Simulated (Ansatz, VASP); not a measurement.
## SiC in VASP and in Ansatz

```
CELL_PARAMETERS angstrom
3.07423 0.00000 0.00000
-1.53711 2.66236 0.00000
0.00000 0.00000 15.06818
ATOMIC_POSITIONS crystal
Si 0.66667 0.33333 0.45830
Si 0.33333 0.66667 0.95830
Si 0.66667 0.33333 0.79170
Si 0.33333 0.66667 0.29170
Si 0.00000 0.00000 0.62500
Si 0.00000 0.00000 0.12500
C 0.66667 0.33333 0.33330
C 0.33333 0.66667 0.83330
C 0.66667 0.33333 0.66670
C 0.33333 0.66667 0.16670
C 0.00000 0.00000 0.50000
C 0.00000 0.00000 0.00000
```

Alike in both runs: task single point; functional RPBE; dispersion D3(BJ); k mesh 10 × 10 × 2; occupations fermi-dirac, width 0.05 eV; no spin polarisation.

|  | VASP | Ansatz |
| --- | --- | --- |
| version | VASP 6.6.1 | Ansatz 0.2.0 |
| potentials or method | VASP PAW PBE potentials, release 64 (Si, C) | Ansatz PAW |
| plane-wave cutoff (eV) | 520 | 420 |
| valence electrons in the cell | 48 | 48 |

```tsv
	VASP	Ansatz	Ansatz less VASP
gap on the k mesh at the Fermi level (eV)	2.03	2.03	+0.006
least direct gap on the mesh (eV)	3.12	3.13	+0.013
pressure (GPa)	-14.9	-14.4	+0.53
traceless stress, the component that is largest in VASP (GPa)	0.44	0.44	+0.001
rms of the force components (eV/Å)	0.040	0.040	-0.0001
```

VASP's potentials were made for PBE, not for RPBE. Atom by atom the forces differ by 0.000 eV/Å (rms over components).
